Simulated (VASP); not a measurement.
Write the native input for VASP 6.6.1 that does the following.

```
Task                   : single point
Functional             : PBE
Potentials or basis    : VASP PAW PBE potentials, release 64 (I)
Cutoff                 : 520 eV
k mesh                 : 7 × 7 × 3
Occupations            : fermi-dirac, width 0.05 eV
Spin                   : no spin polarisation
Dipole correction      : no
Further INCAR settings : ALGO = Normal; EDIFF = 1e-06; NBANDS = 22
```

The structure of I lies in POSCAR:

```
I
1.0
    3.5608297907     -2.3461283221      0.0000000000
    3.5608297907      2.3461283221      0.0000000000
    0.0000000000      0.0000000000      9.5935177805
I
4
Direct
    0.6493000000      0.3507000000      0.3844000000
    0.1493000000      0.8507000000      0.1156000000
    0.3507000000      0.6493000000      0.6156000000
    0.8507000000      0.1493000000      0.8844000000
```

This cell differs from its parent crystal: volume scaled by 0.94.

These files were run (other wordings do the same):

INCAR

```
SYSTEM = I
PREC = Accurate
ENCUT = 520
EDIFF = 1E-6
ISMEAR = -1
SIGMA = 0.05
LREAL = .FALSE.
LASPH = .TRUE.
NELM = 100
ALGO = Normal
ISIF = 2
LWAVE = .FALSE.
LCHARG = .FALSE.
GGA = PE
NBANDS = 22
```

KPOINTS

```
Automatic mesh
0
G
  7 7 3
  0 0 0
```

Potentials or basis: VASP PAW PBE potentials, release 64 (I).

Command:

```sh
$ cat potpaw_PBE.64/I/POTCAR > POTCAR
$ mpirun -np 1 vasp_std > vasp.out
```

It gave:

```yaml
Pressure: 3.8 GPa
Largest_force: 1.452 eV/Å
Band_gap_on_the_k_mesh: 1.47 eV, indirect (least direct gap 1.59 eV)
```

Caveat: spin-orbit coupling is left out, which moves the levels of the heavy elements; forces of over 1 eV/Å act on the atoms, so gaps and moduli don't describe the material at rest.

It took 50 s on 1 thread of Intel(R) Xeon(R) 6975P-C (Granite Rapids), with other jobs on the host, peak memory 0.28 GiB.
